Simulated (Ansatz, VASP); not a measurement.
Given: the input of a run of VASP 6.6.1 on Al2O3.

INCAR

```
SYSTEM = Al2O3
ALGO = Normal
EDIFF = 1E-7
ENCUT = 520
GGA = PE
ISIF = 2
ISMEAR = 0
LASPH = .True.
LCHARG = .True.
LELF = .True.
LREAL = .False.
LVHAR = .True.
LWAVE = .False.
NBANDS = 20
NELM = 80
PREC = Accurate
SIGMA = 0.015
```

File KPOINTS:

```
k-points
0
Gamma
  11 11 3
  0 0 0
```

The input POSCAR:

```
Al2O3
1.0
    2.8843249483      0.0000000000      0.0000000000
   -1.4421624742      2.4978986780      0.0000000000
    0.0000000000      0.0000000000      9.3367544600
Al O
2 3
Direct
    0.0000000000      0.0000000000      0.8500076700
    0.0000000000      0.0000000000      0.1499923300
    0.3333333333      0.6666666667      0.7776830800
    0.6666666667      0.3333333333      0.0000000000
    0.3333333333      0.6666666667      0.2223169200
```

Potentials or basis: VASP PAW PBE potentials, release 64 (Al, O).

The run is started by

```sh
$ cat potpaw_PBE.64/Al/POTCAR potpaw_PBE.64/O/POTCAR > POTCAR
$ mpirun -np 1 vasp_std > vasp.out
```

Translate it to Ansatz 0.2.0. Potentials there: Ansatz PAW.

As run (the cutoff follows the program's own potentials):

The input input.yaml:

```yaml
crystal:
  lattice:
    - [2.8843249483, 0.0, 0.0]
    - [-1.4421624742, 2.497898678, 0.0]
    - [0.0, 0.0, 9.33675446]
  atoms:
    - { symbol: Al, position: [0.0, 0.0, 0.85000767] }
    - { symbol: Al, position: [0.0, 0.0, 0.14999233] }
    - { symbol: O, position: [0.3333333333, 0.6666666667, 0.77768308] }
    - { symbol: O, position: [0.6666666667, 0.3333333333, 0.0] }
    - { symbol: O, position: [0.3333333333, 0.6666666667, 0.22231692] }
hamiltonian:
  xc: pbe
  pseudopotentials: { kind: paw }
kpoints:
  mp_grid: { grid: [11, 11, 3] }
scf:
  occupations: { method: gaussian, width: 0.015 }
output:
  forces: true
  stress: true
  eigenvalues: true
```

Potentials or basis: Ansatz PAW.

Command:

```sh
$ ansatz run input.yaml --threads 1 --pin off --max-ram 3584MiB --backend cpu --events-out ev --progress --plain --runs-dir out
```

Both were run:

|  | VASP | Ansatz | Ansatz less VASP |
| --- | --- | --- | --- |
| gap on the k mesh at the Fermi level (eV) | 4.77 | 4.79 | +0.020 |
| least direct gap on the mesh (eV) | 5.01 | 5.03 | +0.018 |
| pressure (GPa) | 0.1 | 0.1 | -0.01 |
| traceless stress, the component that is largest in VASP (GPa) | -0.17 | 0.04 | +0.210 |
| rms of the force components (eV/Å) | 0.005 | 0.022 | +0.0167 |

Atom by atom the forces differ by 0.017 eV/Å (rms over components). The functional is the same, so the differences come from potentials, cutoffs and numerics.

Noted on Ansatz's run: odd divisions of the mesh miss points on the zone boundary, where band edges often lie, so the gap on the mesh can be too wide.
